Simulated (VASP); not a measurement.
# Sc2GaSbAs2 (P4mm) in VASP: a series of runs

Sc2GaSbAs2 is run at these levels: PBE; tasks: single point.

All numbers are computed with VASP 6.6.1; they aren't measurements. Logs are shortened: lines on timing, memory, paths and dates and some standing lists are left out, and cuts for length are marked.

**1. The cell of the first run**

It takes space group P4mm (No. 99, tetragonal). Conventional cell: a = 4.492 Å, b = 4.492 Å, c = 6.563 Å, α = 90.00°, β = 90.00°, γ = 90.00°. Sc (site symmetry 2mm) has 4 As at 2.79 to 2.92 Å and 2 Sb at 3.04 Å and 2 Ga at 3.04 Å and 4 Sc at 3.18 Å within 3.7 Å. Within 3.5 Å of Ga (site symmetry 4mm) lie 5 As at 2.66 to 3.20 Å and 4 Sc at 3.04 Å. Within 3.8 Å of Sb (site symmetry 4mm) lie 6 As at 2.86 to 3.70 Å and 4 Sc at 3.04 Å. As (site symmetry 4mm) has 4 Sc at 2.79 Å and 1 Sb at 2.86 Å and 4 Ga at 3.20 Å within 3.7 Å. Within 3.5 Å of As (site symmetry 4mm) lie 1 Ga at 2.66 Å and 4 Sc at 2.92 Å and 4 Sb at 3.18 Å.

**2. Single point, PBE**

INCAR reads:

```
  ALGO = Normal
  EDIFF = 1E-6
  ENCUT = 520
  GGA = PE
  ISIF = 2
  ISMEAR = 0
  LASPH = True
  LCHARG = True
  LELF = True
  LREAL = False
  LVHAR = True
  LWAVE = False
  NBANDS = 34
  NELM = 80
  PREC = Accurate
  SIGMA = 0.1
```

KPOINTS reads:

```
k-points
0
Gamma
  4 4 4
```

POSCAR reads:

```
Sc2GaSbAs2
1.0
    4.4918603339      0.0000000000      0.0000000000
    0.0000000000      4.4918603339      0.0000000000
    0.0000000000      0.0000000000      6.5634693099
Sc Ga Sb As
2 1 1 2
Direct
    0.5000000000      0.0000000000      0.9949843341
    0.0000000000      0.5000000000      0.9949843341
    0.0000000000      0.0000000000      0.6833342736
    0.5000000000      0.5000000000      0.3062462873
    0.5000000000      0.5000000000      0.7420281273
    0.0000000000      0.0000000000      0.2784226935
```

Potentials or basis: VASP PAW PBE potentials, release 64 (Sc_sv, Ga_d, Sb, As).

Launch:

```sh
> cat potpaw_PBE.64/Sc_sv/POTCAR potpaw_PBE.64/Ga_d/POTCAR potpaw_PBE.64/Sb/POTCAR potpaw_PBE.64/As/POTCAR > POTCAR
> mpirun -np 1 vasp_std > vasp.out
```

OUTCAR:

```text
EDIFF = 1E-6
   ENCUT = 520
   GGA = PE
   ISIF = 2
   ISMEAR = 0
   LASPH = True
   LREAL = False
   NELM = 80
   PREC = Accurate

 ion  position               nearest neighbor table
   1  0.500  0.000  0.995-   5 2.79   5 2.79   6 2.92   6 2.92   4 3.04   4 3.04   3 3.04   3 3.04
                             2 3.18   2 3.18   2 3.18   2 3.18
   2  0.000  0.500  0.995-   5 2.79   5 2.79   6 2.92   6 2.92   4 3.04   4 3.04   3 3.04   3 3.04
                             1 3.18   1 3.18   1 3.18   1 3.18
   3  0.000  0.000  0.683-   6 2.66   2 3.04   1 3.04   2 3.04   1 3.04
   4  0.500  0.500  0.306-   5 2.86   2 3.04   1 3.04   1 3.04   2 3.04   6 3.18   6 3.18   6 3.18
                             6 3.18
   5  0.500  0.500  0.742-   1 2.79   2 2.79   1 2.79   2 2.79   4 2.86
   6  0.000  0.000  0.278-   3 2.66   2 2.92   1 2.92   2 2.92   1 2.92   4 3.18   4 3.18   4 3.18
                             4 3.18

  LATTYP: Found a simple tetragonal cell.
 ALAT       =     4.4918603339
 C/A-ratio  =     1.4611917607

  Lattice vectors:

 A1 = (   4.4918603339,   0.0000000000,   0.0000000000)
 A2 = (   0.0000000000,   4.4918603339,   0.0000000000)
 A3 = (   0.0000000000,   0.0000000000,   6.5634693099)

Analysis of symmetry for initial positions (statically):
=====================================================================
 Subroutine PRICEL returns:
 Original cell was already a primitive cell.

 Routine SETGRP: Setting up the symmetry group for a
 simple tetragonal supercell.

 Subroutine GETGRP returns: Found  8 space group operations
 (whereof  8 operations were pure point group operations)
 out of a pool of 16 trial point group operations.

The static configuration has the point symmetry C_4v.

Analysis of symmetry for dynamics (positions and initial velocities):
=====================================================================
 Subroutine PRICEL returns:
 Original cell was already a primitive cell.

 Routine SETGRP: Setting up the symmetry group for a
 simple tetragonal supercell.

 Subroutine GETGRP returns: Found  8 space group operations
 (whereof  8 operations were pure point group operations)
 out of a pool of 16 trial point group operations.

The dynamic configuration has the point symmetry C_4v.

 Subroutine INISYM returns: Found  8 space group operations
 (whereof  8 operations are pure point group operations),
 and found     1 'primitive' translations

----------------------------------------------------------------------------------------

                                     Primitive cell

  volume of cell :     132.4299

  direct lattice vectors                    reciprocal lattice vectors
     4.491860334  0.000000000  0.000000000     0.222624909  0.000000000  0.000000000
     0.000000000  4.491860334  0.000000000     0.000000000  0.222624909  0.000000000
     0.000000000  0.000000000  6.563469310     0.000000000  0.000000000  0.152358448

  length of vectors
     4.491860334  4.491860334  6.563469310     0.222624909  0.222624909  0.152358448

  position of ions in fractional coordinates (direct lattice)
     0.500000000  0.000000000  0.994984334
     0.000000000  0.500000000  0.994984334
     0.000000000  0.000000000  0.683334274
     0.500000000  0.500000000  0.306246287
     0.500000000  0.500000000  0.742028127
     0.000000000  0.000000000  0.278422693

  ion indices of the primitive-cell ions
   primitive index   ion index
                 1           1
                 2           2
                 3           3
                 4           4
                 5           5
                 6           6

----------------------------------------------------------------------------------------

 KPOINTS: k-points

Automatic generation of k-mesh.
 Grid dimensions read from file:
 generate k-points for:    4    4    4

 Generating k-lattice:

  Cartesian coordinates                     Fractional coordinates (reciprocal lattice)
     0.055656227  0.000000000  0.000000000     0.250000000  0.000000000  0.000000000
     0.000000000  0.055656227  0.000000000     0.000000000  0.250000000  0.000000000
     0.000000000  0.000000000  0.038089612     0.000000000  0.000000000  0.250000000

  Length of vectors
     0.055656227  0.055656227  0.038089612

  Shift w.r.t. Gamma in fractional coordinates (k-lattice)
     0.000000000  0.000000000  0.000000000

 Subroutine IBZKPT returns following result:
 ===========================================

 Found     18 irreducible k-points:

 Following reciprocal coordinates:
            Coordinates               Weight
  0.000000  0.000000  0.000000      1.000000
  0.250000  0.000000  0.000000      4.000000
  0.500000  0.000000  0.000000      2.000000
  0.250000  0.250000  0.000000      4.000000
  0.500000  0.250000  0.000000      4.000000
  0.500000  0.500000  0.000000      1.000000
[... 10 lines left out ...]
  0.500000  0.250000  0.500000      4.000000
  0.500000  0.500000  0.500000      1.000000
   k-points           NKPTS =     18   k-points in BZ     NKDIM =     18   number of bands    NBANDS=     34
   number of dos      NEDOS =    301   number of ions     NIONS =      6
   total plane-waves  NPLWV =  64800
   dimension x,y,z NGX =    36 NGY =   36 NGZ =   50
   dimension x,y,z NGXF=    72 NGYF=   72 NGZF=  100
   ions per type =               2   1   1   2
   NGX,Y,Z   is equivalent  to a cutoff of  13.32, 13.32, 12.66 a.u.
   NGXF,Y,Z  is equivalent  to a cutoff of  26.65, 26.65, 25.33 a.u.
 SYSTEM =  unknown system
   PREC   = accura    normal or accurate (medium, high low for compatibility)
   ISTART =      0    job   : 0-new  1-cont  2-samecut
   ICHARG =      2    charge: 1-file 2-atom 10-const
   ISPIN  =      1    spin polarized calculation?
   LNONCOLLINEAR =      F non collinear calculations
   LSORBIT =      F    spin-orbit coupling
   LASPH  =      T    aspherical Exc in radial PAW
   ENCUT  =  520.0 eV  38.22 Ry    6.18 a.u.   8.35  8.35 12.20*2*pi/ulx,y,z
   NELM   =     80;   NELMIN=  2; NELMDL= -5     # of ELM steps
   EDIFF  = 0.1E-05   stopping-criterion for ELM
   LREAL  =      F    real-space projection
   EDIFFG = 0.1E-04   stopping-criterion for IOM
   NSW    =      0    number of steps for IOM
   IBRION =     -1    ionic relax: 0-MD 1-quasi-New 2-CG
   NFREE  =      0    steps in history (QN), initial steepest desc. (CG)
   ISIF   =      2    stress and relaxation
   ISYM   =      2    0-nonsym 1-usesym 2-fastsym
   POTIM  = 0.5000    time-step for ionic-motion
   TEBEG  =    0.0;   TEEND  =   0.0 temperature during run
   PSTRESS=    0.0 pullay stress
   NELECT =      50.0000    total number of electrons
   NUPDOWN=      -1.0000    fix difference up-down
   EMIN   =  10.00;   EMAX   =-10.00  energy-range for DOS
   EFERMI =   0.00;   METHOD = LEGACY
   ISMEAR =     0;   SIGMA  =   0.10  broadening in eV -4-tet -1-fermi 0-gaus
   EFERMI_NEDOS =   21; number of points for ismear=-14 and -15
   IALGO  =     38    algorithm
   IMIX   =      4    mixing-type and parameters
     AMIX     =   0.40;   BMIX     =  1.00
     AMIX_MAG =   1.60;   BMIX_MAG =  1.00
  volume/ion in A,a.u.               =      22.07       148.95
  Fermi-wavevector in a.u.,A,eV,Ry     =   1.183231  2.235982 19.048639  1.400035
  Thomas-Fermi vector in A             =   2.319469
   LORBIT       =      0    0 simple, 1 ext, 2 COOP (PROOUT), +10 PAW based schemes
   GGA     = PE    functional components
   LHFCALC =     F    Hartree Fock is set to
   AEXX    =    0.0000 exact exchange contribution
   IVDW    =     0    specifies the selected vdW correction
   LEPSILON=     F    determine dielectric tensor
   LRPA    =     F    only Hartree local field effects (RPA)
 non-spin polarized calculation
 Gauss-broadening in eV      SIGMA  =   0.10
  energy-cutoff  :      520.00
  volume of cell :      132.43
 maximum number of plane-waves:      3600
 NGX is ok and might be reduce to    36
   NGX = 17   NGY = 17   NGZ = 25

 number of electron      50.0000008 magnetization

 Free energy of the ion-electron system (eV)
  ---------------------------------------------------
  ext. energy  EPLUGINS =         0.00000000
  ---------------------------------------------------
  free energy    TOTEN  =       -31.58272707 eV

  energy without entropy =      -31.55990739  energy(sigma->0) =      -31.57131723

 E-fermi :   5.8811     XC(G=0): -10.2265

 val. band max:        5.8602263558   @ k =   0.5000   0.2500   0.2500
 cond. band min:       5.8859917529   @ k =   0.5000   0.0000   0.0000
 fundamental gap:      0.0257653971
 Fermi energy:         5.8810766382

 k-point     1 :       0.0000    0.0000    0.0000
  band No.  band energies     occupation
      1     -43.7464      2.00000
      2     -43.6881      2.00000
      3     -22.5022      2.00000
      4     -22.5022      2.00000
      5     -22.4850      2.00000
      6     -22.4049      2.00000
[... 26 lines left out ...]
     33       9.4963      0.00000
     34       9.5135      0.00000

 k-point     2 :       0.2500    0.0000    0.0000
  band No.  band energies     occupation
      1     -43.7377      2.00000
      2     -43.6965      2.00000
      3     -22.4739      2.00000
      4     -22.4702      2.00000
      5     -22.4659      2.00000
      6     -22.4157      2.00000
[... 26 lines left out ...]
     33       8.5675      0.00000
     34       8.7842      0.00000

 k-point     3 :       0.5000    0.0000    0.0000
  band No.  band energies     occupation
      1     -43.7170      2.00000
      2     -43.7170      2.00000
      3     -22.4436      2.00000
      4     -22.4427      2.00000
      5     -22.4009      2.00000
      6     -22.3905      2.00000
[... 26 lines left out ...]
     33       7.6144      0.00000
     34       8.5626      0.00000
[... 482 lines left out ...]
 k-point    17 :       0.5000    0.2500    0.5000
  band No.  band energies     occupation
      1     -43.7168      2.00000
      2     -43.7168      2.00000
      3     -22.5110      2.00000
      4     -22.4890      2.00000
      5     -22.4423      2.00000
      6     -22.4418      2.00000
[... 26 lines left out ...]
     33       8.7305      0.00000
     34       9.2378      0.00000

 k-point    18 :       0.5000    0.5000    0.5000
  band No.  band energies     occupation
      1     -43.7166      2.00000
      2     -43.7166      2.00000
      3     -22.5593      2.00000
      4     -22.5404      2.00000
      5     -22.4410      2.00000
      6     -22.4410      2.00000
[... 26 lines left out ...]
     33       9.3458      0.00000
     34       9.8548      0.00000

------------------------ aborting loop because EDIFF is reached ----------------------------------------

  FORCE on cell =-STRESS in cart. coord.  units (eV):
  Direction    XX          YY          ZZ          XY          YZ          ZX
  --------------------------------------------------------------------------------------
  -------------------------------------------------------------------------------------
  Total        0.0915282      0.0915282      0.1022847      0.0000000      0.0000000      0.0000000
  in kB        1.1073359      1.1073359      1.2374712      0.0000000      0.0000000      0.0000000
  external PRESSURE =       1.1507143 kB  Pullay stress =       0.0000000 kB

 VOLUME and BASIS-vectors are now :
 -----------------------------------------------------------------------------
  energy-cutoff  :      520.00
  volume of cell :      132.43
      direct lattice vectors                 reciprocal lattice vectors
     4.491860334  0.000000000  0.000000000     0.222624909  0.000000000  0.000000000
     0.000000000  4.491860334  0.000000000     0.000000000  0.222624909  0.000000000
     0.000000000  0.000000000  6.563469310     0.000000000  0.000000000  0.152358448

 POSITION                                       TOTAL-FORCE (eV/Angst)
 -----------------------------------------------------------------------------------
      2.24593      0.00000      6.53055        -0.000000     -0.000000     -0.004223
      0.00000      2.24593      6.53055        -0.000000      0.000000     -0.004223
      0.00000      0.00000      4.48504         0.000000     -0.000000      0.002553
      2.24593      2.24593      2.01004         0.000000      0.000000      0.013693
      2.24593      2.24593      4.87028        -0.000000     -0.000000     -0.017843
      0.00000      0.00000      1.82742        -0.000000     -0.000000      0.010043
 -----------------------------------------------------------------------------------
    total drift:                                0.000000     -0.000000      0.000629

  FREE ENERGIE OF THE ION-ELECTRON SYSTEM (eV)
  ---------------------------------------------------
  free  energy   TOTEN  =       -31.5827270710 eV

  energy  without entropy=      -31.5599073889  energy(sigma->0) =      -31.57131723
```

Run time: 43 s. Hardware: 1 thread of Intel Xeon 6975P-C (Granite Rapids), shared host; peak memory 0.29 GiB.

What came out:

| Property | Result |
| --- | --- |
| Free energy | -31.5827 eV |
| Pressure | 0.1 GPa |
| Largest force | 0.018 eV/Å |
| Band gap on the k mesh | zero (band 25 reaches 6.30 eV, above the bottom of band 26 at 5.10 eV) |

Forces on the atoms (eV/Å):
```
Sc   0.000  0.000 -0.004
Sc   0.000  0.000 -0.004
Ga   0.000  0.000  0.003
Sb   0.000  0.000  0.014
As   0.000  0.000 -0.018
As   0.000  0.000  0.010
```

Caveat: spin-orbit coupling is left out, which moves the levels of the heavy elements.

**3. Single point, PBE**

This run uses another cell than the first one, of 23.22 Å³/atom, 1.052 times its volume.

INCAR reads:

```
SYSTEM = Sc2GaSbAs2
  PREC = Accurate
  ENCUT = 520
  EDIFF = 1E-6
  ISMEAR = 0
  SIGMA = 0.1
  LREAL = .False.
  LASPH = .True.
  NELM = 100
  ALGO = Normal
  ISIF = 2
  LWAVE = .False.
  LCHARG = .False.
  GGA = PE
  NBANDS = 34
```

KPOINTS reads:

```
Automatic mesh
0
Gamma
  4 4 4
  0 0 0
```

POSCAR reads:

```
Sc2GaSbAs2
1.0
    4.4300297600      0.0000000000      0.0000000000
    0.0000000000      4.4300297600      0.0000000000
    0.0000000000      0.0000000000      7.0979961900
Sc Ga Sb As
2 1 1 2
Direct
    0.5000000000      0.0000000000      0.9946200300
    0.0000000000      0.5000000000      0.9946200300
    0.0000000000      0.0000000000      0.6973040100
    0.5000000000      0.5000000000      0.3203240000
    0.5000000000      0.5000000000      0.8287479900
    0.0000000000      0.0000000000      0.1643839900
```

Potentials or basis: VASP PAW PBE potentials, release 64 (Sc_sv, Ga_d, Sb, As).

Launch:

```sh
> cat potpaw_PBE.64/Sc_sv/POTCAR potpaw_PBE.64/Ga_d/POTCAR potpaw_PBE.64/Sb/POTCAR potpaw_PBE.64/As/POTCAR > POTCAR
> mpirun -np 1 vasp_std > vasp.out
```

Run time: 47 s. Hardware: 1 thread of Intel Xeon 6975P-C (Granite Rapids), shared host; peak memory 0.3 GiB.

Results (log left out):

| Property | Result |
| --- | --- |
| Free energy | -29.7269 eV |
| Pressure | 11.1 GPa |
| Largest force | 2.926 eV/Å |
| Band gap on the k mesh | zero (band 25 reaches 5.16 eV, above the bottom of band 26 at 4.52 eV) |

Forces on the atoms (eV/Å):
```
Sc   0.000  0.000  0.756
Sc   0.000  0.000  0.756
Ga   0.000  0.000 -0.688
Sb   0.000  0.000  0.248
As   0.000  0.000 -2.926
As   0.000  0.000  1.854
```

Stress tensor (GPa, compression positive):
```
13.31  0.00  0.00
 0.00 13.31  0.00
 0.00  0.00  6.55
```

Levels at points of the mesh, in eV from the Fermi level:
```tsv
k point	band 23	band 24	band 25	band 26	band 27	band 28
(0.00, 0.00, 0.00)	-2.13	-0.51	-0.14	0.75	0.75	1.24
(0.50, 0.00, 0.00)	-1.70	-1.01	0.02	0.22	0.64	1.44
(0.50, 0.50, 0.00)	-2.25	-0.78	-0.78	0.61	0.61	0.64
(0.00, 0.00, 0.50)	-2.23	-0.51	-0.48	0.91	0.91	1.42
(0.50, 0.00, 0.50)	-1.48	-1.02	-0.83	-0.50	0.00	0.79
(0.50, 0.50, 0.50)	-1.16	-1.11	-0.29	-0.29	-0.13	0.31
```

Caveat: spin-orbit coupling is left out, which moves the levels of the heavy elements; forces of over 1 eV/Å act on the atoms, so gaps and moduli don't describe the material at rest.
